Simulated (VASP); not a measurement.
# Si (Fd-3m) in VASP: further runs

Runs on Si. Level: r2SCAN. Tasks: single point.

All numbers are computed with VASP 6.6.1; they aren't measurements. Logs are shortened: lines on timing, memory, paths and dates and some standing lists are left out, and cuts for length are marked.

## Step 1: The cell of the first run

Symmetry: Fd-3m, No. 227, cubic system. The conventional cell has a = 5.551 Å, b = 5.551 Å, c = 5.551 Å, α = 90.00°, β = 90.00°, γ = 90.00°. Within 3.2 Å of Si (site symmetry -43m) lie 4 Si at 2.40 Å.

## Step 2: Single point, r2SCAN (volume scaled by 1.06)

POSCAR reads:

```
Si
1.0
    0.0000000000      2.7754839771      2.7754839771
    2.7754839771      0.0000000000      2.7754839771
    2.7754839771      2.7754839771      0.0000000000
Si
2
Direct
    0.7500000000      0.7500000000      0.7500000000
    0.5000000000      0.5000000000      0.5000000000
```

INCAR.step1 reads:

```
PREC = Accurate
ENCUT = 520
ISMEAR = 0
SIGMA = 0.02
LREAL = False
LASPH = True
NELM = 80
NBANDS = 11
GGA = PE
ALGO = Normal
EDIFF = 1E-4
LWAVE = True
LCHARG = False
```

INCAR.step2 reads:

```
PREC = Accurate
ENCUT = 520
EDIFF = 1E-6
ISMEAR = 0
SIGMA = 0.02
LREAL = False
LASPH = True
NELM = 80
ALGO = Normal
ISIF = 2
LWAVE = False
LCHARG = False
METAGGA = R2SCAN
LMIXTAU = True
NBANDS = 11
ISTART = 1
```

KPOINTS reads:

```
regular mesh
0
Gamma
  10 10 10
```

Potentials or basis: VASP PAW PBE potentials, release 64 (Si).

Run with:

```sh
> cat potpaw_PBE.64/Si/POTCAR > POTCAR
> cp INCAR.step1 INCAR
> mpirun -np 1 vasp_std > vasp.out
> cp INCAR.step2 INCAR
> mpirun -np 1 vasp_std > vasp.out
```

OUTCAR:

```text
PREC = Accurate
   ENCUT = 520
   EDIFF = 1E-6
   ISMEAR = 0
   LREAL = False
   LASPH = True
   NELM = 80
   ISIF = 2
   METAGGA = R2SCAN
   ISTART = 1

 ion  position               nearest neighbor table
   1  0.750  0.750  0.750-   2 2.40   2 2.40   2 2.40   2 2.40
   2  0.500  0.500  0.500-   1 2.40   1 2.40   1 2.40   1 2.40

  LATTYP: Found a face centered cubic cell.
 ALAT       =     5.5509679542

  Lattice vectors:

 A1 = (   0.0000000000,   2.7754839771,   2.7754839771)
 A2 = (   2.7754839771,   0.0000000000,   2.7754839771)
 A3 = (   2.7754839771,   2.7754839771,   0.0000000000)

Analysis of symmetry for initial positions (statically):
=====================================================================
 Subroutine PRICEL returns:
 Original cell was already a primitive cell.

 Routine SETGRP: Setting up the symmetry group for a
 face centered cubic supercell.

 Subroutine GETGRP returns: Found 48 space group operations
 (whereof 24 operations were pure point group operations)
 out of a pool of 48 trial point group operations.

The static configuration has the point symmetry T_d .
 The point group associated with its full space group is O_h .

Analysis of symmetry for dynamics (positions and initial velocities):
=====================================================================
 Subroutine PRICEL returns:
 Original cell was already a primitive cell.

 Routine SETGRP: Setting up the symmetry group for a
 face centered cubic supercell.

 Subroutine GETGRP returns: Found 48 space group operations
 (whereof 24 operations were pure point group operations)
 out of a pool of 48 trial point group operations.

The dynamic configuration has the point symmetry T_d .
 The point group associated with its full space group is O_h .

 Subroutine INISYM returns: Found 48 space group operations
 (whereof 24 operations are pure point group operations),
 and found     1 'primitive' translations

----------------------------------------------------------------------------------------

                                     Primitive cell

  volume of cell :      42.7608

  direct lattice vectors                    reciprocal lattice vectors
     0.000000000  2.775483977  2.775483977    -0.180148761  0.180148761  0.180148761
     2.775483977  0.000000000  2.775483977     0.180148761 -0.180148761  0.180148761
     2.775483977  2.775483977  0.000000000     0.180148761  0.180148761 -0.180148761

[... 85 lines left out ...]
   EDIFFG = 0.1E-04   stopping-criterion for IOM
   NSW    =      0    number of steps for IOM
   IBRION =     -1    ionic relax: 0-MD 1-quasi-New 2-CG
   NFREE  =      0    steps in history (QN), initial steepest desc. (CG)
   ISIF   =      2    stress and relaxation
   ISYM   =      2    0-nonsym 1-usesym 2-fastsym
   POTIM  = 0.5000    time-step for ionic-motion
   TEBEG  =    0.0;   TEEND  =   0.0 temperature during run
   PSTRESS=    0.0 pullay stress
   NELECT =       8.0000    total number of electrons
   NUPDOWN=      -1.0000    fix difference up-down
   EMIN   =  10.00;   EMAX   =-10.00  energy-range for DOS
   EFERMI =   0.00;   METHOD = LEGACY
   ISMEAR =     0;   SIGMA  =   0.02  broadening in eV -4-tet -1-fermi 0-gaus
   EFERMI_NEDOS =   21; number of points for ismear=-14 and -15
   IALGO  =     38    algorithm
   IMIX   =      4    mixing-type and parameters
     AMIX     =   0.40;   BMIX     =  1.00
     AMIX_MAG =   1.60;   BMIX_MAG =  1.00
  volume/ion in A,a.u.               =      21.38       144.28
  Fermi-wavevector in a.u.,A,eV,Ry     =   0.936317  1.769382 11.928078  0.876689
  Thomas-Fermi vector in A             =   2.063314
   LORBIT       =      0    0 simple, 1 ext, 2 COOP (PROOUT), +10 PAW based schemes
   METAGGA = R2SCAN    functional components
   LHFCALC =     F    Hartree Fock is set to
   AEXX    =    0.0000 exact exchange contribution
   IVDW    =     0    specifies the selected vdW correction
   LEPSILON=     F    determine dielectric tensor
   LRPA    =     F    only Hartree local field effects (RPA)
 non-spin polarized calculation
 Gauss-broadening in eV      SIGMA  =   0.02
  energy-cutoff  :      520.00
  volume of cell :       42.76
 maximum number of plane-waves:      1179
 NGX is ok and might be reduce to    30
   NGX = 15   NGY = 15   NGZ = 15

 number of electron       8.0000000 magnetization

 Free energy of the ion-electron system (eV)
  ---------------------------------------------------
  ext. energy  EPLUGINS =         0.00000000
  ---------------------------------------------------
  free energy    TOTEN  =       -17.50681797 eV

  energy without entropy =      -17.50681797  energy(sigma->0) =      -17.50681797

 E-fermi :   5.2366     XC(G=0):  -9.5957

 val. band max:        5.0879885980   @ k =   0.0000   0.0000   0.0000
 cond. band min:       5.9703815530   @ k =   0.4000   0.4000   0.0000
 fundamental gap:      0.8823929550
 Fermi energy:         5.2366212171

 k-point     1 :       0.0000    0.0000    0.0000
  band No.  band energies     occupation
      1      -6.9835      2.00000
      2       5.0880      2.00000
      3       5.0880      2.00000
      4       5.0880      2.00000
      5       7.8133      0.00000
      6       7.8133      0.00000
      7       7.8133      0.00000
      8       8.2808      0.00000
      9      13.1817      0.00000
     10      13.1817      0.00000
     11      13.4894      0.00000
[... 309 lines left out ...]
 k-point    24 :       0.4000    0.3000    0.0000
  band No.  band energies     occupation
      1      -4.8330      2.00000
      2      -0.4597      2.00000
      3       2.2829      2.00000
      4       2.6715      2.00000
      5       6.4170      0.00000
      6       7.6544      0.00000
      7      12.2238      0.00000
      8      12.3889      0.00000
      9      15.9422      0.00000
     10      15.9553      0.00000
     11      17.5873      0.00000

 [... further k-points ...]
[... 5 lines left out ...]
  --------------------------------------------------------------------------------------
  -------------------------------------------------------------------------------------
  Total       -1.3867188     -1.3867188     -1.3867188      0.0000000      0.0000000     -0.0000000
  in kB      -51.9580461    -51.9580461    -51.9580461      0.0000000      0.0000000     -0.0000000
  external PRESSURE =     -51.9580461 kB  Pullay stress =       0.0000000 kB

 VOLUME and BASIS-vectors are now :
 -----------------------------------------------------------------------------
  energy-cutoff  :      520.00
  volume of cell :       42.76
      direct lattice vectors                 reciprocal lattice vectors
     0.000000000  2.775483977  2.775483977    -0.180148761  0.180148761  0.180148761
     2.775483977  0.000000000  2.775483977     0.180148761 -0.180148761  0.180148761
     2.775483977  2.775483977  0.000000000     0.180148761  0.180148761 -0.180148761

 POSITION                                       TOTAL-FORCE (eV/Angst)
 -----------------------------------------------------------------------------------
      4.16323      4.16323      4.16323         0.000000      0.000000      0.000000
      2.77548      2.77548      2.77548        -0.000000     -0.000000     -0.000000
 -----------------------------------------------------------------------------------
    total drift:                                0.000000     -0.000000     -0.000000

  FREE ENERGIE OF THE ION-ELECTRON SYSTEM (eV)
  ---------------------------------------------------
  free  energy   TOTEN  =       -17.5068179668 eV

  energy  without entropy=      -17.5068179668  energy(sigma->0) =      -17.50681797
```

OUTCAR.step1:

```text
PREC = Accurate
   ENCUT = 520
   ISMEAR = 0
   LREAL = False
   LASPH = True
[... 560 lines left out ...]
      4.16323      4.16323      4.16323        -0.000000     -0.000000     -0.000000
      2.77548      2.77548      2.77548         0.000000      0.000000      0.000000
 -----------------------------------------------------------------------------------
    total drift:                                0.000000     -0.000000     -0.000000

  FREE ENERGIE OF THE ION-ELECTRON SYSTEM (eV)
  ---------------------------------------------------
  free  energy   TOTEN  =       -10.8272497157 eV

  energy  without entropy=      -10.8272497157  energy(sigma->0) =      -10.82724972
```

OSZICAR.step1:

```text
N       E                     dE             d eps       ncg     rms          rms(c)
DAV:   1     0.834012596383E+01    0.83401E+01   -0.33667E+03  1034   0.593E+02
DAV:   2    -0.103930043435E+02   -0.18733E+02   -0.18041E+02  1395   0.866E+01
DAV:   3    -0.109666640123E+02   -0.57366E+00   -0.57215E+00  1298   0.132E+01
DAV:   4    -0.109716223108E+02   -0.49583E-02   -0.49573E-02  1255   0.156E+00
DAV:   5    -0.109716741451E+02   -0.51834E-04   -0.51834E-04  1277   0.149E-01    0.448E+00
DAV:   6    -0.108730963723E+02    0.98578E-01   -0.52667E-02  1156   0.949E-01    0.272E+00
DAV:   7    -0.108256787121E+02    0.47418E-01   -0.10788E-01  1197   0.147E+00    0.143E-01
DAV:   8    -0.108269981178E+02   -0.13194E-02   -0.51985E-03  1178   0.380E-01    0.762E-02
DAV:   9    -0.108272276778E+02   -0.22956E-03   -0.23162E-04  1283   0.899E-02    0.542E-02
DAV:  10    -0.108272497157E+02   -0.22038E-04   -0.18362E-05   730   0.254E-02
   1 F= -.10827250E+02 E0= -.10827250E+02  d E =-.196519E-15
```

Run time: 2.2 min. Hardware: 1 thread of Intel Xeon Platinum 8259CL at 2.50GHz (Skylake/Cascade Lake), shared host; peak memory 0.16 GiB.

Results:

```
Free energy            : -17.5068 eV
Pressure               : -5.2 GPa
Band gap on the k mesh : 0.88 eV, indirect (least direct gap 2.73 eV)
```

Caveat: the PAW data sets were made with another functional, which shifts forces and pressure a little. A k mesh can miss the band edges.

## Step 3: Single point, r2SCAN (volume scaled by 1.10)

POSCAR reads:

```
Si
1.0
    0.0000000000      2.8099655647      2.8099655647
    2.8099655647      0.0000000000      2.8099655647
    2.8099655647      2.8099655647      0.0000000000
Si
2
Direct
    0.7500000000      0.7500000000      0.7500000000
    0.5000000000      0.5000000000      0.5000000000
```

INCAR.step1 reads:

```
ALGO = Normal
EDIFF = 1E-4
ENCUT = 520
GGA = PE
ISMEAR = 0
LASPH = T
LCHARG = F
LREAL = F
LWAVE = T
NBANDS = 11
NELM = 100
PREC = Accurate
SIGMA = 0.02
```

INCAR.step2 reads:

```
ALGO = Normal
EDIFF = 1E-6
ENCUT = 520
ISIF = 2
ISMEAR = 0
ISTART = 1
LASPH = T
LCHARG = T
LELF = T
LMIXTAU = T
LREAL = F
LVHAR = T
LWAVE = F
METAGGA = R2SCAN
NBANDS = 11
NELM = 100
PREC = Accurate
SIGMA = 0.02
```

KPOINTS reads:

```
k-points
0
Gamma
  10 10 10
```

Potentials or basis: VASP PAW PBE potentials, release 64 (Si).

Run with:

```sh
> cat potpaw_PBE.64/Si/POTCAR > POTCAR
> cp INCAR.step1 INCAR
> mpirun -np 1 vasp_std > vasp.out
> cp INCAR.step2 INCAR
> mpirun -np 1 vasp_std > vasp.out
```

Run time: 92 s. Hardware: 1 thread of Intel Xeon Platinum 8259CL at 2.50GHz (Skylake/Cascade Lake), shared host; peak memory 0.17 GiB.

The run converged. Its results:

```
Free energy            : -17.4413 eV
Pressure               : -7.7 GPa
Band gap on the k mesh : 0.93 eV, indirect (least direct gap 2.67 eV)
```

Levels at points of the mesh, in eV from the valence-band top:
| k point | band 1 | band 2 | band 3 | band 4 | band 5 | band 6 | band 7 | band 8 |
| --- | --- | --- | --- | --- | --- | --- | --- | --- |
| (0.00, 0.00, 0.00) | -11.83 | 0.00 | 0.00 | 0.00 | 2.70 | 2.70 | 2.70 | 2.76 |
| (0.50, 0.00, 0.00) | -9.63 | -6.80 | -1.18 | -1.18 | 1.49 | 3.62 | 3.62 | 8.14 |
| (0.50, 0.50, 0.00) | -7.83 | -7.83 | -2.74 | -2.74 | 1.09 | 1.09 | 9.96 | 9.96 |

Caveat: the PAW data sets were made with another functional, which shifts forces and pressure a little.
